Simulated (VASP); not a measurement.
Write the native input for VASP 6.6.1 that does the following.

* Task: single point
* Functional: PBE
* Potentials or basis: VASP PAW PBE potentials, release 64 (Se)
* Cutoff: 520 eV
* k mesh: 10 × 10 × 6
* Occupations: gaussian, width 0.01 eV
* Spin: no spin polarisation
* Dipole correction: no
* Further INCAR settings: ALGO = Normal; EDIFF = 1e-06; NBANDS = 20

The structure of Se lies in POSCAR:

```
Se
1.0
    3.8175570945      0.0000000000      0.0000000000
    0.0000000000      3.8175570945      0.0000000000
    0.0000000000      0.0000000000      6.5927424512
Se
4
Direct
    0.1135083445      0.1135083445      0.5000000000
    0.3864916555      0.6135083445      0.7500000000
    0.6135083445      0.3864916555      0.2500000000
    0.8864916555      0.8864916555      0.0000000000
```

One way to write it, as run:

INCAR

```
PREC = Accurate
ENCUT = 520
EDIFF = 1E-6
ISMEAR = 0
SIGMA = 0.01
LREAL = F
LASPH = T
NELM = 100
ALGO = Normal
ISIF = 2
LWAVE = F
LCHARG = F
GGA = PE
NBANDS = 20
```

KPOINTS

```
Automatic mesh
0
Gamma
  10 10 6
```

Potentials or basis: VASP PAW PBE potentials, release 64 (Se).

The run is started by

```bash
$ cat potpaw_PBE.64/Se/POTCAR > POTCAR
$ mpirun -np 1 vasp_std > vasp.out
```

It gave:

* Pressure: 0.0 GPa
* Band gap on the k mesh: zero (band 12 reaches 4.36 eV, above the bottom of band 13 at 4.29 eV)

Run time: 38 s on 1 thread of Intel(R) Xeon(R) 6975P-C (Granite Rapids) (shared host), peak memory 0.25 GiB.
